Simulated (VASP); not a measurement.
Here is a VASP 6.6.1 calculation.

Contents of INCAR:

```
  PREC = Accurate
  ENCUT = 520
  EDIFF = 1E-6
  ISMEAR = -1
  SIGMA = 0.05
  LREAL = False
  LASPH = True
  NELM = 150
  ALGO = Normal
  ISIF = 2
  LWAVE = False
  LCHARG = False
  ISPIN = 2
  MAGMOM = 1 3
  LORBIT = 11
  LMAXMIX = 4
  GGA = PS
  NBANDS = 20
```

Contents of KPOINTS:

```
regular mesh
0
Gamma
  10 10 8
```

POSCAR

```
FeNi
1.0
    2.4812916134      0.0000000000      0.0000000000
    0.0000000000      2.4812916134      0.0000000000
    0.0000000000      0.0000000000      3.5088774414
Ni Fe
1 1
Direct
    0.5000000000      0.5000000000      0.5000000000
    0.0000000000      0.0000000000      0.0000000000
```

Potentials or basis: VASP PAW PBE potentials, release 64 (Ni, Fe).

Run with:

```console
$ cat potpaw_PBE.64/Ni/POTCAR potpaw_PBE.64/Fe/POTCAR > POTCAR
$ mpirun -np 1 vasp_std > vasp.out
```

Question: Estimate the net moment.

Answer: 3.25 μB per cell.

Question: Predict the site moments.

Answer: Ni +0.64; Fe +2.59 μB.

Stress tensor (GPa, compression positive):
```
0.12 0.00 0.00
0.00 0.12 0.00
0.00 0.00 0.37
```

Caveat: the PAW data sets were made with another functional, which shifts forces and pressure a little.
